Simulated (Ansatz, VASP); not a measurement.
## Two plane-wave programs on CdS

Contents of INCAR:

```
SYSTEM = CdS
  ALGO = Normal
  EDIFF = 1E-6
  ENCUT = 520
  GGA = PE
  ISIF = 2
  ISMEAR = 0
  LASPH = .TRUE.
  LCHARG = .FALSE.
  LREAL = .FALSE.
  LWAVE = .FALSE.
  NBANDS = 46
  NELM = 100
  PREC = Accurate
  SIGMA = 0.05
```

KPOINTS

```
k-points
0
G
  7 7 2
  0 0 0
```

Contents of POSCAR:

```
CdS
1.0
   -2.0985806452     -3.6348483013      0.0000000000
    2.0985806452     -3.6348483013      0.0000000000
    0.1748817204     -1.5145201255     13.6554617430
Cd S
4 4
Direct
    0.5156952910      0.4402096031      0.9058282541
    0.5990286243      0.5652096031      0.4058282541
    0.3073619576      0.2943762698      0.1558282541
    0.2240286243      0.1693762698      0.6558282541
    0.6509713757      0.6431237302      0.0941717459
    0.5676380423      0.5181237302      0.5941717459
    0.2759713757      0.2472903969      0.3441717459
    0.1926380423      0.1222903969      0.8441717459
```

Input for Ansatz:

```yaml
crystal:
  lattice:
    - [-2.0985806452, -3.6348483013, 0.0]
    - [2.0985806452, -3.6348483013, 0.0]
    - [0.1748817204, -1.5145201255, 13.655461743]
  atoms:
    - { symbol: Cd, position: [0.515695291, 0.4402096031, 0.9058282541] }
    - { symbol: Cd, position: [0.5990286243, 0.5652096031, 0.4058282541] }
    - { symbol: Cd, position: [0.3073619576, 0.2943762698, 0.1558282541] }
    - { symbol: Cd, position: [0.2240286243, 0.1693762698, 0.6558282541] }
    - { symbol: S, position: [0.6509713757, 0.6431237302, 0.0941717459] }
    - { symbol: S, position: [0.5676380423, 0.5181237302, 0.5941717459] }
    - { symbol: S, position: [0.2759713757, 0.2472903969, 0.3441717459] }
    - { symbol: S, position: [0.1926380423, 0.1222903969, 0.8441717459] }
basis:
  ecutwfc: 420
kpoints:
  mp_grid: { grid: [7, 7, 2] }
hamiltonian:
  xc: pbe
scf:
  occupations: { method: gaussian, width: 0.05 }
output:
  forces: true
  stress: true
  eigenvalues: true
```

Alike in both runs: task single point; functional PBE; k mesh 7 × 7 × 2; occupations gaussian, width 0.05 eV; no spin polarisation.

```csv
,VASP,Ansatz
version,VASP 6.6.1,Ansatz 0.2.0
potentials or method,"VASP PAW PBE potentials, release 64 (Cd, S), cutoff 520 eV","scalar-relativistic, plane waves, PAW"
valence electrons in the cell,72,104
```

|  | VASP | Ansatz | Ansatz less VASP |
| --- | --- | --- | --- |
| gap on the k mesh at the Fermi level (eV) | 0.78 | 0.78 | +0.001 |
| least direct gap on the mesh (eV) | 0.78 | 0.78 | +0.001 |
| pressure (GPa) | -0.3 | -0.6 | -0.28 |
| traceless stress, the component that is largest in VASP (GPa) | 0.89 | 0.90 | +0.003 |
| rms of the force components (eV/Å) | 0.170 | 0.166 | -0.0041 |

Atom by atom the forces differ by 0.006 eV/Å (rms over components). VASP's potentials hold 72 valence electrons a cell and Ansatz's 104, so a difference there can come from the potentials and not from the codes.
